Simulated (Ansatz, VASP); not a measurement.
**One calculation of Mg3ZnTe4, two programs**

File INCAR:

```
ALGO     = Normal         # electronic algorithm
EDIFF    = 1E-6           # SCF threshold, eV
EDIFFG   = -0.01          # ionic threshold
ENCUT    = 600            # plane-wave cutoff, eV
GGA      = PE             # functional
IBRION   = 2              # ionic algorithm
ISIF     = 3              # what is computed and relaxed
ISMEAR   = 0              # smearing method
LASPH    = True           # aspherical terms in the spheres
LCHARG   = False          # write CHGCAR
LREAL    = False          # projectors in reciprocal space
LWAVE    = False          # write WAVECAR
NELM     = 100            # most SCF steps
NSW      = 100            # ionic steps
PREC     = Accurate       # precision mode
SIGMA    = 0.02           # smearing width, eV
```

The input KPOINTS:

```
k-points
0
Gamma
  6 6 2
```

Contents of POSCAR:

```
Mg3ZnTe4
1.0
    4.5331767000      0.0000000000      0.0000000000
    0.0000000000      4.5331767000      0.0000000000
    0.0000000000      0.0000000000     12.9236883000
Mg Zn Te
3 1 4
Direct
    0.0000000000      0.0000000000      0.7566260000
    0.5000000000      0.5000000000      0.5000000000
    0.0000000000      0.0000000000      0.2433740000
    0.5000000000      0.5000000000      0.0000000000
    0.5000000000      0.0000000000      0.6283440000
    0.0000000000      0.5000000000      0.3716560000
    0.5000000000      0.0000000000      0.1148640000
    0.0000000000      0.5000000000      0.8851360000
```

Input for Ansatz:

```yaml
crystal:
  lattice:
    - [4.5331767, 0.0, 0.0]
    - [0.0, 4.5331767, 0.0]
    - [0.0, 0.0, 12.9236883]
  atoms:
    - { symbol: Mg, position: [0.0, 0.0, 0.756626] }
    - { symbol: Mg, position: [0.5, 0.5, 0.5] }
    - { symbol: Mg, position: [0.0, 0.0, 0.243374] }
    - { symbol: Zn, position: [0.5, 0.5, 0.0] }
    - { symbol: Te, position: [0.5, 0.0, 0.628344] }
    - { symbol: Te, position: [0.0, 0.5, 0.371656] }
    - { symbol: Te, position: [0.5, 0.0, 0.114864] }
    - { symbol: Te, position: [0.0, 0.5, 0.885136] }
basis:
  ecutwfc: 420
kpoints:
  mp_grid: { grid: [6, 6, 2] }
hamiltonian:
  xc: pbe
scf:
  occupations: { method: gaussian, width: 0.02 }
output:
  forces: true
  stress: true
  eigenvalues: true
  write_density: true
  write_potential: true
  elf: true
  volumetric_format: npy
relax:
  adjacent_minimum: "off"
  f_tol: 0.01
  max_steps: 80
  cell: { stress_tol: 0.05 }
```

Alike in both runs: task relaxation of cell and atoms; functional PBE; k mesh 6 × 6 × 2; occupations gaussian, width 0.02 eV; no spin polarisation.

|  | VASP | Ansatz |
| --- | --- | --- |
| version | VASP 6.6.1 | Ansatz 0.2.0 |
| potentials or method | VASP PAW PBE potentials, release 64 (Mg, Zn, Te), cutoff 600 eV | scalar-relativistic, plane waves, PAW |
| valence electrons in the cell | 42 | 106 |

Ansatz gave:

- gap on the k mesh at the Fermi level, each at its own relaxed structure (eV): 1.82
- relaxed volume (Å³/atom): 33.20
- relaxed length of the cell vector where the two differ most in proportion (Å): 12.924

**Question.** Which values does VASP return?

**Answer.** gap on the k mesh at the Fermi level, each at its own relaxed structure (eV): 1.81; relaxed volume (Å³/atom): 33.20; relaxed length of the cell vector where the two differ most in proportion (Å): 12.923.

VASP's potentials hold 42 valence electrons a cell and Ansatz's 106, so a difference there can come from the potentials and not from the codes.

Spin-orbit coupling is off throughout.
